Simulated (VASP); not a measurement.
Set up this calculation in VASP 6.6.1, as the native input.

```
Task                   : single point
Functional             : LDA
Potentials or basis    : VASP PAW LDA potentials, release 64 (Zn, S)
Cutoff                 : 500 eV
k mesh                 : 12 × 12 × 12
Occupations            : fermi-dirac, width 0.05 eV
Spin                   : no spin polarisation
Dipole correction      : no
Further INCAR settings : ALGO = Normal; EDIFF = 1e-06; NBANDS = 16
```

The structure of ZnS (zincblende type) lies in POSCAR:

```
ZnS
1.0
    0.0000000000      2.1698891222      2.1698891222
    2.1698891222      0.0000000000      2.1698891222
    2.1698891222      2.1698891222      0.0000000000
Zn S
1 1
Direct
    0.0000000000      0.0000000000      0.0000000000
    0.2500000000      0.2500000000      0.2500000000
```

These files were run (other wordings do the same):

INCAR

```
SYSTEM = ZnS
ALGO = Normal
EDIFF = 1E-6
ENCUT = 500
GGA = CA
GGA_COMPAT = .False.
ISIF = 2
ISMEAR = -1
LASPH = .True.
LCHARG = .False.
LREAL = .False.
LWAVE = .False.
NBANDS = 16
NELM = 120
PREC = Accurate
SIGMA = 0.05
```

KPOINTS

```
k-points
0
Gamma
  12 12 12
  0 0 0
```

Potentials or basis: VASP PAW LDA potentials, release 64 (Zn, S).

Command:

```sh
$ cat potpaw_LDA.64/Zn/POTCAR potpaw_LDA.64/S/POTCAR > POTCAR
$ mpirun -np 1 vasp_std > vasp.out
```

It gave:

```json
{
 "Pressure": "195.8 GPa",
 "Band gap on the k mesh": "1.11 eV (least direct gap 4.68 eV)"
}
```

Caveat: the cell stands under pressure.

It took 56 s on 1 thread of Intel Xeon 8259CL (shared host), peak memory 0.11 GiB.
